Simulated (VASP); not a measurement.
Set up this calculation in VASP 6.6.1, as the native input.

```
Task                   : single point
Functional             : PBE
Potentials or basis    : VASP PAW PBE potentials, release 64 (Sn_d, Se)
Cutoff                 : 500 eV
k mesh                 : 4 × 4 × 4
Occupations            : fermi-dirac, width 0.1 eV
Spin                   : no spin polarisation
Dipole correction      : no
Further INCAR settings : ALGO = Normal; EDIFF = 1e-06; NBANDS = 32
```

The structure of Sn3Se lies in POSCAR:

```
Sn3Se
1.0
    5.2794540000      0.0000000000      0.0000000000
    2.6397270000      4.5721412821      0.0000000000
    2.6397270000      1.5240470940      4.3106561402
Sn Se
3 1
Direct
    0.2500000000      0.2500000000      0.2500000000
    0.7500000000      0.7500000000      0.7500000000
    0.5000000000      0.5000000000      0.5000000000
    0.0000000000      0.0000000000      0.0000000000
```

One way to write it, as run:

INCAR

```
SYSTEM = Sn3Se
PREC = Accurate
ENCUT = 500
EDIFF = 1E-6
ISMEAR = -1
SIGMA = 0.1
LREAL = .FALSE.
LASPH = .TRUE.
NELM = 120
ALGO = Normal
ISIF = 2
LWAVE = .FALSE.
LCHARG = .FALSE.
GGA = PE
NBANDS = 32
GGA_COMPAT = .FALSE.
```

KPOINTS

```
Automatic mesh
0
G
  4 4 4
  0 0 0
```

Potentials or basis: VASP PAW PBE potentials, release 64 (Sn_d, Se).

Command:

```sh
$ cat potpaw_PBE.64/Sn_d/POTCAR potpaw_PBE.64/Se/POTCAR > POTCAR
$ mpirun -np 1 vasp_std > vasp.out
```

Results of the run:

```
Pressure               : -0.4 GPa
Band gap on the k mesh : zero (band 24 reaches 8.09 eV, above the bottom of band 25 at 5.92 eV)
```

Caveat: the k points lie up to 0.36 Å⁻¹ apart; spin-orbit coupling is left out, which moves the levels of the heavy elements.

It took 22 s on 1 thread of AMD EPYC 7R13 Processor (Zen 3) (shared host), peak memory 0.21 GiB.
